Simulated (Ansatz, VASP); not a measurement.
**Two plane-wave programs on Ru**

```xyz
2
Lattice="2.6900 0.0000 0.0000 -1.3450 2.3296 0.0000 0.0000 0.0000 4.2511" Properties=species:S:1:pos:R:3 pbc="T T T"
Ru    0.0000    1.5531    1.0628
Ru    1.3450    0.7765    3.1883
```

Alike in both runs: functional PBEsol; k mesh 15 × 15 × 8; occupations gaussian, width 0.1 eV; no spin polarisation.

Ansatz relaxed the structure, and its values are those at the end. VASP's run is a single point on that final structure, the one shown.

|  | VASP | Ansatz |
| --- | --- | --- |
| version | VASP 6.6.1 | Ansatz 0.2.0 |
| potentials or method | VASP PAW PBE potentials, release 64 (Ru_pv), cutoff 520 eV | scalar-relativistic, plane waves, PAW |
| valence electrons in the cell | 28 | 32 |

Ansatz gave:

* gap on the k mesh at the Fermi level (eV): none
* pressure (GPa): 0.0

**Question.** Which values does VASP return?

**Answer.** gap on the k mesh at the Fermi level (eV): none; pressure (GPa): -0.1.

VASP's potentials were made for PBE, not for PBEsol, and Ansatz warns of the same on its side. A gap of «none» marks a metal or a gap that the smearing closes. VASP's potentials hold 28 valence electrons a cell and Ansatz's 32, so a difference there can come from the potentials and not from the codes.
